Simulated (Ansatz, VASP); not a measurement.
This is a calculation of Li for VASP 6.6.1.

Contents of POSCAR:

```
Li
1.0
   -1.7546500000      1.7546500000      1.7546500000
    1.7546500000     -1.7546500000      1.7546500000
    1.7546500000      1.7546500000     -1.7546500000
Li
1
Direct
    0.0000000000      0.0000000000      0.0000000000
```

Contents of INCAR.step1:

```
SYSTEM = Li
  PREC = Accurate
  ENCUT = 600
  EDIFF = 1E-5
  ISMEAR = -1
  SIGMA = 0.05
  LREAL = .FALSE.
  LASPH = .TRUE.
  NELM = 80
  ALGO = Normal
  LWAVE = .TRUE.
  LCHARG = .FALSE.
  GGA = PE
  NBANDS = 8
```

The input INCAR.step2:

```
SYSTEM = Li
  PREC = Accurate
  ENCUT = 600
  EDIFF = 1E-6
  ISMEAR = -1
  SIGMA = 0.05
  LREAL = .FALSE.
  LASPH = .TRUE.
  NELM = 80
  ALGO = Normal
  ISIF = 3
  LWAVE = .FALSE.
  LCHARG = .FALSE.
  GGA = PE
  LHFCALC = .TRUE.
  HFSCREEN = 0.2079
  PRECFOCK = Normal
  IBRION = 2
  NSW = 60
  EDIFFG = -0.01
  ISTART = 1
```

File KPOINTS:

```
Automatic mesh
0
G
  6 6 6
  0 0 0
```

Potentials or basis: VASP PAW PBE potentials, release 64 (Li_sv).

Run with:

```bash
$ cat potpaw_PBE.64/Li_sv/POTCAR > POTCAR
$ cp INCAR.step1 INCAR
$ mpirun -np 1 vasp_std > vasp.out
$ cp INCAR.step2 INCAR
$ mpirun -np 1 vasp_std > vasp.out
```

Problem. Set up the same calculation for Ansatz 0.2.0. Potentials there: Ansatz PAW.

Solution. As run (the cutoff follows the program's own potentials):

Contents of input.yaml:

```yaml
crystal:
  lattice:
    - [-1.75465, 1.75465, 1.75465]
    - [1.75465, -1.75465, 1.75465]
    - [1.75465, 1.75465, -1.75465]
  atoms:
    - { symbol: Li, position: [0.0, 0.0, 0.0] }
hamiltonian:
  xc: hse06
  pseudopotentials: { kind: paw }
kpoints:
  mp_grid: { grid: [6, 6, 6] }
scf:
  occupations: { method: fermi_dirac, width: 0.05 }
output:
  forces: true
  stress: true
relax:
  f_tol: 0.01
  max_steps: 40
  cell: { stress_tol: 0.05 }
```

Potentials or basis: Ansatz PAW.

Run with:

```sh
$ ansatz run input.yaml --threads 2 --pin off --max-ram 5632MiB --backend cpu --events-out ev --progress --plain --runs-dir out
```

Both were run:

|  | VASP | Ansatz | Ansatz less VASP |
| --- | --- | --- | --- |
| gap on the k mesh at the Fermi level, each at its own relaxed structure (eV) | none | none | - |
| relaxed volume (Å³/atom) | 20.72 | 20.98 | +0.260 |
| relaxed cell length with the largest relative difference (Å) | 2.997 | 3.010 | +0.0125 |

A gap of «none» marks a metal or a gap that the smearing closes.

The k mesh is coarse, so the values compare programs but aren't converged. Noted on VASP's run: the cutoff is short for stress, so the pressure is rough. Noted on Ansatz's run: the plane-wave basis is chosen anew once the cell has moved, so the energies of steps on either side of that aren't comparable.
